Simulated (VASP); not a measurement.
Set up this calculation in VASP 6.6.1, as the native input.

```yaml
Task: single point
Functional: PBEsol
Potentials_or_basis: VASP PAW PBE potentials, release 64 (Al, Fe)
Cutoff: 520 eV
k_mesh: 18 × 18 × 18
Occupations: gaussian, width 0.15 eV
Spin: collinear spin, ferromagnetic start
Starting_moments: "[0.0, 0.75] μB"
Dipole_correction: no
Further_INCAR_settings: ALGO = Normal; EDIFF = 1e-07; NBANDS = 16
```

The structure of AlFe lies in POSCAR:

```
AlFe
1.0
    3.0105074349      0.0000000000      0.0000000000
    0.0000000000      3.0105074349      0.0000000000
    0.0000000000      0.0000000000      2.7440775269
Al Fe
1 1
Direct
    0.0000000000      0.0000000000      0.0000000000
    0.5000000000      0.5000000000      0.5000000000
```

One way to write it, as run:

INCAR

```
PREC     = Accurate       # precision mode
ENCUT    = 520            # plane-wave cutoff, eV
EDIFF    = 1E-7           # SCF threshold, eV
ISMEAR   = 0              # smearing method
SIGMA    = 0.15           # smearing width, eV
LREAL    = False          # projectors in reciprocal space
LASPH    = True           # aspherical terms in the spheres
NELM     = 150            # most SCF steps
ALGO     = Normal         # electronic algorithm
ISIF     = 2              # what is computed and relaxed
LWAVE    = False          # write WAVECAR
LCHARG   = False          # write CHGCAR
ISPIN    = 2              # spin polarisation
MAGMOM   = 0 0.75         # initial moments
LORBIT   = 11             # projections on sites
LMAXMIX  = 4              # l up to which the mixer works
GGA      = PS             # functional
NBANDS   = 16             # bands
```

KPOINTS

```
Automatic mesh
0
Gamma
  18 18 18
```

Potentials or basis: VASP PAW PBE potentials, release 64 (Al, Fe).

Command:

```console
$ cat potpaw_PBE.64/Al/POTCAR potpaw_PBE.64/Fe/POTCAR > POTCAR
$ mpirun -np 1 vasp_std > vasp.out
```

Results of the run:

* Pressure: -11.1 GPa
* Net moment: 0.79 μB per cell
* Site moments: Al -0.03; Fe +0.84 μB
* Valence electrons inside the program's atomic spheres: Al 0.81; Fe 7.34

Caveat: the stress differs along the axes, from -14 to -5 GPa; the PAW data sets were made with another functional, which shifts forces and pressure a little.

Wall time 8.8 min on 1 thread of Intel Xeon 8259CL (shared host), peak memory 0.43 GiB.
